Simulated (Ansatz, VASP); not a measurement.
**Ir: VASP beside Ansatz**

Contents of INCAR:

```
PREC     = Accurate       # precision mode
ENCUT    = 520            # plane-wave cutoff, eV
EDIFF    = 1E-6           # SCF threshold, eV
ISMEAR   = 0              # smearing method
SIGMA    = 0.018000000000000002 # smearing width, eV
LREAL    = F              # projectors in reciprocal space
LASPH    = T              # aspherical terms in the spheres
NELM     = 60             # most SCF steps
ALGO     = Fast           # electronic algorithm
ISIF     = 2              # what is computed and relaxed
LWAVE    = F              # write WAVECAR
LCHARG   = F              # write CHGCAR
GGA      = PE             # functional
NBANDS   = 10             # bands
```

File KPOINTS:

```
regular mesh
0
Gamma
  12 12 12
```

POSCAR

```
Ir
1.0
    0.0000000000      1.9156000000      1.9156000000
    1.9156000000      0.0000000000      1.9156000000
    1.9156000000      1.9156000000      0.0000000000
Ir
1
Direct
    0.0000000000      0.0000000000      0.0000000000
```

The input input.yaml:

```yaml
crystal:
  lattice:
    - [0.0, 1.9156, 1.9156]
    - [1.9156, 0.0, 1.9156]
    - [1.9156, 1.9156, 0.0]
  atoms:
    - { symbol: Ir, position: [0.0, 0.0, 0.0] }
kpoints:
  mp_grid: { grid: [12, 12, 12] }
scf:
  occupations: { method: gaussian, width: 0.018 }
hamiltonian:
  xc: pbe
  pseudopotentials: { kind: all_electron, lapw: { basis_error: 0.001 } }
output:
  forces: true
  stress: true
  eigenvalues: true
```

Alike in both runs: task single point; functional PBE; k mesh 12 × 12 × 12; occupations gaussian, width 0.018 eV; no spin polarisation.

|  | VASP | Ansatz |
| --- | --- | --- |
| version | VASP 6.6.1 | Ansatz 0.2.0 |
| potentials or method | VASP PAW PBE potentials, release 64 (Ir), cutoff 520 eV | all-electron LAPW, scalar-relativistic |

VASP gave:

| Property | Result |
| --- | --- |
| gap on the k mesh at the Fermi level (eV) | none |
| pressure (GPa) | 11.6 |

Problem. What did Ansatz give for the same quantities?

Solution. gap on the k mesh at the Fermi level (eV): none; pressure (GPa): 11.0.

A gap of «none» marks a metal or a gap that the smearing closes. Ansatz ran all-electron here, and VASP with PAW potentials.

Neither program's run includes spin-orbit coupling.
